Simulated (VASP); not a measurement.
# MgO (Fm-3m) in VASP: notebook

MgO is run at these levels: PBE; tasks: single point, relaxation of volume and atoms at fixed shape.

Program: VASP 6.6.1. These are calculated values, not measurements. Logs are shortened: lines on timing, memory, paths and dates and some standing lists are left out, and cuts for length are marked.

### 1 The cell of the first run

The structure is cubic, space group Fm-3m (No. 225). The conventional cell has a = 4.254 Å, b = 4.254 Å, c = 4.254 Å, α = 90.00°, β = 90.00°, γ = 90.00°. Mg (site symmetry m-3m) has 6 O at 2.13 Å within 2.8 Å. O (site symmetry m-3m) has 6 Mg at 2.13 Å within 2.8 Å.

### 2 Single point, PBE

Input file INCAR:

```
SYSTEM = MgO
ALGO = Normal
EDIFF = 1E-6
ENCUT = 520
GGA = PE
ISIF = 2
ISMEAR = 1
LASPH = .True.
LCHARG = .True.
LELF = .True.
LREAL = .False.
LVHAR = .True.
LWAVE = .False.
NBANDS = 26
NELM = 80
PREC = Accurate
SIGMA = 0.1
```

Input file KPOINTS:

```
k-points
0
Gamma
  8 8 8
  0 0 0
```

Input file POSCAR:

```
MgO
1.0
    4.2536737007      0.0000000000      0.0000000000
    0.0000000000      4.2536737007      0.0000000000
    0.0000000000      0.0000000000      4.2536737007
Mg O
4 4
Direct
    0.0000000000      0.0000000000      0.0000000000
    0.0000000000      0.5000000000      0.5000000000
    0.5000000000      0.0000000000      0.5000000000
    0.5000000000      0.5000000000      0.0000000000
    0.5000000000      0.0000000000      0.0000000000
    0.5000000000      0.5000000000      0.5000000000
    0.0000000000      0.0000000000      0.5000000000
    0.0000000000      0.5000000000      0.0000000000
```

Potentials or basis: VASP PAW PBE potentials, release 64 (Mg, O).

Run with:

```console
> cat potpaw_PBE.64/Mg/POTCAR potpaw_PBE.64/O/POTCAR > POTCAR
> mpirun -np 1 vasp_std > vasp.out
```

OUTCAR:

```text
SYSTEM = MgO
   EDIFF = 1E-6
   ENCUT = 520
   GGA = PE
   ISIF = 2
   ISMEAR = 1
   LASPH = .True.
   LREAL = .False.
   NELM = 80
   PREC = Accurate

 ion  position               nearest neighbor table
   1  0.000  0.000  0.000-   5 2.13   7 2.13   8 2.13   7 2.13   8 2.13   5 2.13   2 3.01   3 3.01
                             2 3.01   2 3.01   4 3.01   3 3.01   2 3.01   3 3.01   4 3.01   4 3.01
   2  0.000  0.500  0.500-   6 2.13   7 2.13   8 2.13   8 2.13   7 2.13   6 2.13   1 3.01   4 3.01
                             1 3.01   1 3.01   3 3.01   3 3.01   1 3.01   3 3.01   4 3.01   4 3.01
   3  0.500  0.000  0.500-   5 2.13   6 2.13   7 2.13   5 2.13   6 2.13   7 2.13   1 3.01   4 3.01
                             1 3.01   2 3.01   4 3.01   2 3.01   4 3.01   1 3.01   2 3.01   4 3.01
   4  0.500  0.500  0.000-   5 2.13   6 2.13   8 2.13   6 2.13   5 2.13   8 2.13   2 3.01   3 3.01
                             1 3.01   1 3.01   3 3.01   2 3.01   3 3.01   1 3.01   2 3.01   3 3.01
   5  0.500  0.000  0.000-   1 2.13   3 2.13   4 2.13   3 2.13   4 2.13   1 2.13
   6  0.500  0.500  0.500-   2 2.13   3 2.13   4 2.13   4 2.13   3 2.13   2 2.13
   7  0.000  0.000  0.500-   1 2.13   2 2.13   3 2.13   1 2.13   2 2.13   3 2.13
   8  0.000  0.500  0.000-   1 2.13   2 2.13   4 2.13   2 2.13   1 2.13   4 2.13

  LATTYP: Found a simple cubic cell.
 ALAT       =     4.2536737007

  Lattice vectors:

 A1 = (   4.2536737007,   0.0000000000,   0.0000000000)
 A2 = (   0.0000000000,   4.2536737007,   0.0000000000)
 A3 = (   0.0000000000,   0.0000000000,   4.2536737007)

Analysis of symmetry for initial positions (statically):
=====================================================================
 Subroutine PRICEL returns following result:

  LATTYP: Found a face centered cubic cell.
 ALAT       =     4.2536737007

  Lattice vectors:

 A1 = (   2.1268368504,  -2.1268368504,   0.0000000000)
 A2 = (   2.1268368504,   0.0000000000,   2.1268368504)
 A3 = (   0.0000000000,  -2.1268368504,   2.1268368504)

   4 primitive cells build up your supercell.

 Routine SETGRP: Setting up the symmetry group for a
 simple cubic supercell.

 Subroutine GETGRP returns: Found 48 space group operations
 (whereof 48 operations were pure point group operations)
 out of a pool of 48 trial point group operations.

The static configuration has the point symmetry O_h .

Analysis of symmetry for dynamics (positions and initial velocities):
=====================================================================
 Subroutine PRICEL returns following result:

  LATTYP: Found a face centered cubic cell.
 ALAT       =     4.2536737007

  Lattice vectors:

 A1 = (   2.1268368504,  -2.1268368504,   0.0000000000)
 A2 = (   2.1268368504,   0.0000000000,   2.1268368504)
 A3 = (   0.0000000000,  -2.1268368504,   2.1268368504)

   4 primitive cells build up your supercell.

 Routine SETGRP: Setting up the symmetry group for a
 simple cubic supercell.

 Subroutine GETGRP returns: Found 48 space group operations
 (whereof 48 operations were pure point group operations)
 out of a pool of 48 trial point group operations.

The dynamic configuration has the point symmetry O_h .

 Subroutine INISYM returns: Found 48 space group operations
 (whereof 48 operations are pure point group operations),
 and found     4 'primitive' translations

----------------------------------------------------------------------------------------

                                     Primitive cell

  volume of cell :      19.2412

  direct lattice vectors                    reciprocal lattice vectors
     2.126836850 -2.126836850  0.000000000     0.235090905 -0.235090905 -0.235090905
     2.126836850  0.000000000  2.126836850     0.235090905  0.235090905  0.235090905
     0.000000000 -2.126836850  2.126836850    -0.235090905 -0.235090905  0.235090905

  length of vectors
     3.007801519  3.007801519  3.007801519     0.407189392  0.407189392  0.407189392

  position of ions in fractional coordinates (direct lattice)
     0.000000000  0.000000000  0.000000000
     0.500000000  0.500000000  0.500000000

  ion indices of the primitive-cell ions
   primitive index   ion index
                 1           1
                 2           5

----------------------------------------------------------------------------------------

 KPOINTS: k-points

Automatic generation of k-mesh.
 Grid dimensions read from file:
 generate k-points for:    8    8    8

 Generating k-lattice:

  Cartesian coordinates                     Fractional coordinates (reciprocal lattice)
     0.029386363  0.000000000  0.000000000     0.125000000  0.000000000  0.000000000
     0.000000000  0.029386363  0.000000000     0.000000000  0.125000000  0.000000000
     0.000000000  0.000000000  0.029386363     0.000000000  0.000000000  0.125000000

  Length of vectors
     0.029386363  0.029386363  0.029386363

  Shift w.r.t. Gamma in fractional coordinates (k-lattice)
     0.000000000  0.000000000  0.000000000

 Subroutine IBZKPT returns following result:
 ===========================================

 Found     35 irreducible k-points:

 Following reciprocal coordinates:
            Coordinates               Weight
  0.000000  0.000000  0.000000      1.000000
  0.125000  0.000000  0.000000      6.000000
  0.250000  0.000000  0.000000      6.000000
  0.375000  0.000000  0.000000      6.000000
  0.500000  0.000000  0.000000      3.000000
  0.125000  0.125000  0.000000     12.000000
[... 16 lines left out ...]
  0.375000  0.375000  0.125000     24.000000
  0.500000  0.375000  0.125000     24.000000
 [... further k-points ...]
   k-points           NKPTS =     35   k-points in BZ     NKDIM =     35   number of bands    NBANDS=     26
   number of dos      NEDOS =    301   number of ions     NIONS =      8
   total plane-waves  NPLWV =  32768
   dimension x,y,z NGX =    32 NGY =   32 NGZ =   32
   dimension x,y,z NGXF=    64 NGYF=   64 NGZF=   64
   ions per type =               4   4
   NGX,Y,Z   is equivalent  to a cutoff of  12.51, 12.51, 12.51 a.u.
   NGXF,Y,Z  is equivalent  to a cutoff of  25.01, 25.01, 25.01 a.u.
 SYSTEM =  MgO
   PREC   = accura    normal or accurate (medium, high low for compatibility)
   ISTART =      0    job   : 0-new  1-cont  2-samecut
   ICHARG =      2    charge: 1-file 2-atom 10-const
   ISPIN  =      1    spin polarized calculation?
   LNONCOLLINEAR =      F non collinear calculations
   LSORBIT =      F    spin-orbit coupling
   LASPH  =      T    aspherical Exc in radial PAW
   ENCUT  =  520.0 eV  38.22 Ry    6.18 a.u.   7.91  7.91  7.91*2*pi/ulx,y,z
   NELM   =     80;   NELMIN=  2; NELMDL= -5     # of ELM steps
   EDIFF  = 0.1E-05   stopping-criterion for ELM
   LREAL  =      F    real-space projection
   EDIFFG = 0.1E-04   stopping-criterion for IOM
   NSW    =      0    number of steps for IOM
   IBRION =     -1    ionic relax: 0-MD 1-quasi-New 2-CG
   NFREE  =      0    steps in history (QN), initial steepest desc. (CG)
   ISIF   =      2    stress and relaxation
   ISYM   =      2    0-nonsym 1-usesym 2-fastsym
   POTIM  = 0.5000    time-step for ionic-motion
   TEBEG  =    0.0;   TEEND  =   0.0 temperature during run
   PSTRESS=    0.0 pullay stress
   NELECT =      32.0000    total number of electrons
   NUPDOWN=      -1.0000    fix difference up-down
   EMIN   =  10.00;   EMAX   =-10.00  energy-range for DOS
   EFERMI =   0.00;   METHOD = LEGACY
   ISMEAR =     1;   SIGMA  =   0.10  broadening in eV -4-tet -1-fermi 0-gaus
   EFERMI_NEDOS =   21; number of points for ismear=-14 and -15
   IALGO  =     38    algorithm
   IMIX   =      4    mixing-type and parameters
     AMIX     =   0.40;   BMIX     =  1.00
     AMIX_MAG =   1.60;   BMIX_MAG =  1.00
  volume/ion in A,a.u.               =       9.62        64.92
  Fermi-wavevector in a.u.,A,eV,Ry     =   1.221877  2.309012 20.313256  1.492982
  Thomas-Fermi vector in A             =   2.357043
   LORBIT       =      0    0 simple, 1 ext, 2 COOP (PROOUT), +10 PAW based schemes
   GGA     = PE    functional components
   LHFCALC =     F    Hartree Fock is set to
   AEXX    =    0.0000 exact exchange contribution
   IVDW    =     0    specifies the selected vdW correction
   LEPSILON=     F    determine dielectric tensor
   LRPA    =     F    only Hartree local field effects (RPA)
 non-spin polarized calculation
 Methfessel and Paxton  Order N= 1 SIGMA  =   0.10
  energy-cutoff  :      520.00
  volume of cell :       76.96
 maximum number of plane-waves:      2103
 NGX is ok and might be reduce to    32
   NGX = 15   NGY = 15   NGZ = 15

 number of electron      31.9999976 magnetization

 Free energy of the ion-electron system (eV)
  ---------------------------------------------------
  ext. energy  EPLUGINS =         0.00000000
  ---------------------------------------------------
  free energy    TOTEN  =       -47.64636211 eV

  energy without entropy =      -47.64744090  energy(sigma->0) =      -47.64672170

 E-fermi :   2.9944     XC(G=0): -10.9398

 val. band max:        2.9693365104   @ k =   0.0000   0.0000   0.0000
 cond. band min:       7.4138260096   @ k =   0.0000   0.0000   0.0000
 fundamental gap:      4.4444894992
 Fermi energy:         2.9944396860

 k-point     1 :       0.0000    0.0000    0.0000
  band No.  band energies     occupation
      1     -14.1456      2.00000
      2     -12.6867      2.00000
      3     -12.6867      2.00000
      4     -12.6867      2.00000
      5      -0.9949      2.00000
      6      -0.9949      2.00000
[... 18 lines left out ...]
     25      15.7577      0.00000
     26      15.7577      0.00000

 k-point     2 :       0.1250    0.0000    0.0000
  band No.  band energies     occupation
      1     -14.0929      2.00000
      2     -12.7446      2.00000
      3     -12.6795      2.00000
      4     -12.6795      2.00000
      5      -0.9206      2.00000
      6      -0.9206      2.00000
[... 18 lines left out ...]
     25      15.6805      0.00000
     26      15.7802      0.00000

 k-point     3 :       0.2500    0.0000    0.0000
  band No.  band energies     occupation
      1     -13.9412      2.00000
      2     -12.9088      2.00000
      3     -12.6623      2.00000
      4     -12.6623      2.00000
      5      -0.7018      2.00000
      6      -0.7018      2.00000
[... 18 lines left out ...]
     25      15.4417      0.00000
     26      16.0559      0.00000

 k-point     4 :       0.3750    0.0000    0.0000
  band No.  band energies     occupation
      1     -13.7111      2.00000
      2     -13.1521      2.00000
      3     -12.6454      2.00000
      4     -12.6454      2.00000
      5      -0.3510      2.00000
      6      -0.3510      2.00000
[... 18 lines left out ...]
     25      15.0234      0.00000
     26      15.1604      0.00000

 k-point     5 :       0.5000    0.0000    0.0000
  band No.  band energies     occupation
      1     -13.4345      2.00000
      2     -13.4345      2.00000
      3     -12.6384      2.00000
      4     -12.6384      2.00000
      5       0.1063      2.00000
      6       0.1063      2.00000
[... 18 lines left out ...]
     25      14.7796      0.00000
     26      14.7796      0.00000

 k-point     6 :       0.1250    0.1250    0.0000
  band No.  band energies     occupation
      1     -14.0412      2.00000
      2     -12.7349      2.00000
      3     -12.7349      2.00000
      4     -12.6745      2.00000
      5      -0.8507      2.00000
      6      -0.8507      2.00000
[... 427 lines left out ...]
 k-point    21 :       0.3750    0.2500    0.1250
  band No.  band energies     occupation
      1     -13.5107      2.00000
      2     -13.0378      2.00000
      3     -12.7914      2.00000
      4     -12.7210      2.00000
      5      -0.6123      2.00000
      6      -0.5408      2.00000
[... 18 lines left out ...]
     25      15.3845      0.00000
     26      15.7410      0.00000

 k-point    22 :       0.5000    0.2500    0.1250
  band No.  band energies     occupation
      1     -13.2736      2.00000
      2     -13.2736      2.00000
      3     -12.7484      2.00000
      4     -12.7484      2.00000
      5      -0.5778      2.00000
      6      -0.5778      2.00000
[... 18 lines left out ...]
     25      15.5677      0.00000
     26      15.5677      0.00000

 k-point    23 :       0.3750    0.3750    0.1250
  band No.  band energies     occupation
      1     -13.3385      2.00000
      2     -12.9477      2.00000
      3     -12.9477      2.00000
      4     -12.7752      2.00000
      5      -0.6756      2.00000
      6      -0.6383      2.00000
[... 18 lines left out ...]
     25      15.7561      0.00000
     26      16.5654      0.00000

 k-point    24 :       0.5000    0.3750    0.1250
  band No.  band energies     occupation
      1     -13.1397      2.00000
      2     -13.1397      2.00000
      3     -12.8539      2.00000
      4     -12.8539      2.00000
      5      -0.7196      2.00000
      6      -0.7196      2.00000
[... 18 lines left out ...]
     25      16.2142      0.00000
     26      16.2142      0.00000

 [... further k-points ...]
[... 5 lines left out ...]
  --------------------------------------------------------------------------------------
  -------------------------------------------------------------------------------------
  Total       -0.3599566     -0.3599566     -0.3599566     -0.0000000     -0.0000000      0.0000000
  in kB       -7.4932147     -7.4932147     -7.4932147     -0.0000000     -0.0000000      0.0000000
  external PRESSURE =      -7.4932147 kB  Pullay stress =       0.0000000 kB

 VOLUME and BASIS-vectors are now :
 -----------------------------------------------------------------------------
  energy-cutoff  :      520.00
  volume of cell :       76.96
      direct lattice vectors                 reciprocal lattice vectors
     4.253673701  0.000000000  0.000000000     0.235090905  0.000000000  0.000000000
     0.000000000  4.253673701  0.000000000     0.000000000  0.235090905  0.000000000
     0.000000000  0.000000000  4.253673701     0.000000000  0.000000000  0.235090905

 POSITION                                       TOTAL-FORCE (eV/Angst)
 -----------------------------------------------------------------------------------
      0.00000      0.00000      0.00000        -0.000000     -0.000000      0.000000
      0.00000      2.12684      2.12684        -0.000000     -0.000000     -0.000000
      2.12684      0.00000      2.12684         0.000000      0.000000     -0.000000
      2.12684      2.12684      0.00000        -0.000000     -0.000000      0.000000
      2.12684      0.00000      0.00000         0.000000     -0.000000      0.000000
      2.12684      2.12684      2.12684         0.000000      0.000000      0.000000
      0.00000      0.00000      2.12684        -0.000000      0.000000      0.000000
      0.00000      2.12684      0.00000         0.000000      0.000000     -0.000000
 -----------------------------------------------------------------------------------
    total drift:                                0.000000      0.000000     -0.000000

  FREE ENERGIE OF THE ION-ELECTRON SYSTEM (eV)
  ---------------------------------------------------
  free  energy   TOTEN  =       -47.6463621082 eV

  energy  without entropy=      -47.6474408957  energy(sigma->0) =      -47.64672170
```

Run time: 42 s. Hardware: 1 thread of Intel Xeon Platinum 8375C at 2.90GHz (Ice Lake), shared host; peak memory 0.2 GiB.

Results:

```yaml
Free_energy: -47.6464 eV
Pressure: -0.7 GPa
Band_gap_on_the_k_mesh: 4.44 eV
```

Levels at points of the mesh, in eV from the valence-band top:
| k point | band 14 | band 15 | band 16 | band 17 | band 18 | band 19 |
| --- | --- | --- | --- | --- | --- | --- |
| (0.00, 0.00, 0.00) | 0.00 | 0.00 | 0.00 | 4.44 | 9.08 | 9.08 |
| (0.50, 0.00, 0.00) | -0.71 | -0.71 | -0.71 | 7.77 | 7.77 | 11.09 |
| (0.50, 0.50, 0.00) | -0.62 | -0.62 | -0.62 | 9.21 | 9.21 | 9.21 |
| (0.50, 0.50, 0.50) | -0.62 | -0.62 | -0.62 | 7.71 | 7.71 | 7.71 |

### 3 Relaxation of volume and atoms at fixed shape, PBE

This run uses another cell than the first one, of 9.33 Å³/atom.

Input file INCAR:

```
PREC = Accurate
ENCUT = 600
EDIFF = 1E-7
ISMEAR = 1
SIGMA = 0.1
LREAL = F
LASPH = T
NELM = 60
ALGO = Normal
ISIF = 8
LWAVE = F
LCHARG = F
GGA = PE
IBRION = 2
NSW = 80
EDIFFG = -0.01
```

Input file KPOINTS:

```
regular mesh
0
Gamma
  8 8 8
```

Changes to POSCAR since step 2:

```diff
@@ -2,5 +2,5 @@
 1.0
-    4.2536737007      0.0000000000      0.0000000000
-    0.0000000000      4.2536737007      0.0000000000
-    0.0000000000      0.0000000000      4.2536737007
+    4.2100000000      0.0000000000      0.0000000000
+    0.0000000000      4.2100000000      0.0000000000
+    0.0000000000      0.0000000000      4.2100000000
 Mg O
```

Potentials or basis: VASP PAW PBE potentials, release 64 (Mg, O).

Run with:

```console
> cat potpaw_PBE.64/Mg/POTCAR potpaw_PBE.64/O/POTCAR > POTCAR
> mpirun -np 1 vasp_std > vasp.out
```

It took 2.2 min on 1 thread of Intel Xeon Platinum 8375C at 2.90GHz (Ice Lake), shared host; peak memory 0.24 GiB.

Results (log left out):

* Free energy: -47.6551 eV
* Relaxed volume: 9.56 Å³/atom
* Relaxed cell: a = 4.245 Å, b = 4.245 Å, c = 4.245 Å, α = 90.00°, β = 90.00°, γ = 90.00°
* Space group after relaxing (to 0.1 Å): Fm-3m (No. 225)
* Energy gained by relaxing: 2.8 meV/atom
* Ionic steps: 3
* Pressure after relaxing: 0.0 GPa
* Band gap on the k mesh: 4.50 eV

Step by step:
```tsv
step	energy change (eV)	largest force (eV/Å)	pressure (GPa)	volume (Å³)
1	0.0000	0.0000	3.96	74.62
2	-0.0201	0.0000	-1.25	77.14
3	-0.0226	0.0000	0.01	76.49
```

Final structure:
```xyz
8
Lattice="4.2449 0.0000 0.0000 0.0000 4.2449 0.0000 0.0000 0.0000 4.2449" Properties=species:S:1:pos:R:3 pbc="T T T"
Mg    0.0000    0.0000    0.0000
Mg    0.0000    2.1224    2.1224
Mg    2.1224    0.0000    2.1224
Mg    2.1224    2.1224    0.0000
O     2.1224    0.0000    0.0000
O     2.1224    2.1224    2.1224
O     0.0000    0.0000    2.1224
O     0.0000    2.1224    0.0000
```

Levels at points of the mesh, in eV from the valence-band top:
```
           k point  band 13  band 14  band 15  band 16  band 17  band 18  band 19  band 20
(0.00, 0.00, 0.00)    -1.32     0.00     0.00     0.00     4.50     9.09     9.09     9.09
(0.50, 0.00, 0.00)    -0.72    -0.72    -0.72    -0.72     7.83     7.83    11.11    11.11
(0.50, 0.50, 0.00)    -0.63    -0.63    -0.63    -0.63     9.27     9.27     9.27     9.27
(0.50, 0.50, 0.50)    -0.63    -0.63    -0.63    -0.63     7.75     7.75     7.75     7.75
```

A k mesh can miss the band edges.
